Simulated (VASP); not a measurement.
Crystal: PrPb5.

```
Pr Pb
1.0
     0.00000    4.50345    4.50345
     4.50345    0.00000    4.50345
     4.50345    4.50345    0.00000
Pr Pb
1 5
Direct
  0.50000 0.50000 0.50000
  0.87280 0.87280 0.87280
  0.87280 0.87280 0.38159
  0.87280 0.38159 0.87280
  0.38159 0.87280 0.87280
  0.25000 0.25000 0.25000
```

The cell was built from a structure type or drawn by symmetry, and may not be a known phase.

| Item | Value |
| --- | --- |
| Program | VASP 6.6.1 |
| Task | relaxation of cell and atoms |
| Functional | PBE |
| Potentials or basis | VASP PAW PBE potentials, release 64 (Pr_3, Pb_d), 4f in core |
| Cutoff | 500 eV |
| k mesh | 3 × 3 × 3 |
| Occupations | gaussian, width 0.2 eV |
| Spin | no spin polarisation |

At the start: pressure 3.2 GPa; volume 30.44 Å³/atom.

Q: Where does the relaxation end?

A: Over 4 steps the energy falls by 22.9 meV/atom and the volume is 32.43 Å³/atom (+6.5 %); space group F-43m (No. 216, to 0.1 Å) before and after.

Step by step:
```csv
step,energy change (eV),largest force (eV/Å),pressure (GPa),volume (Å³)
1,0.0000,0.5127,3.18,182.67
2,-0.1232,0.0499,-0.96,199.12
3,-0.1347,0.1366,-0.12,195.11
4,-0.1375,0.0548,-0.03,194.60
```

Final structure:
```
CELL_PARAMETERS angstrom
0.00000 4.59947 4.59947
4.59947 0.00000 4.59947
4.59947 4.59947 0.00000
ATOMIC_POSITIONS crystal
Pr 0.50000 0.50000 0.50000
Pb 0.87443 0.87443 0.87443
Pb 0.87443 0.87443 0.37671
Pb 0.87443 0.37671 0.87443
Pb 0.37671 0.87443 0.87443
Pb 0.25000 0.25000 0.25000
```

Caveat: the k points lie up to 0.39 Å⁻¹ apart in the final cell, too coarse for converged energies and pressures of a metal; the relaxation stopped at a loose force limit of 0.08 eV/Å, so its end isn't a converged minimum.
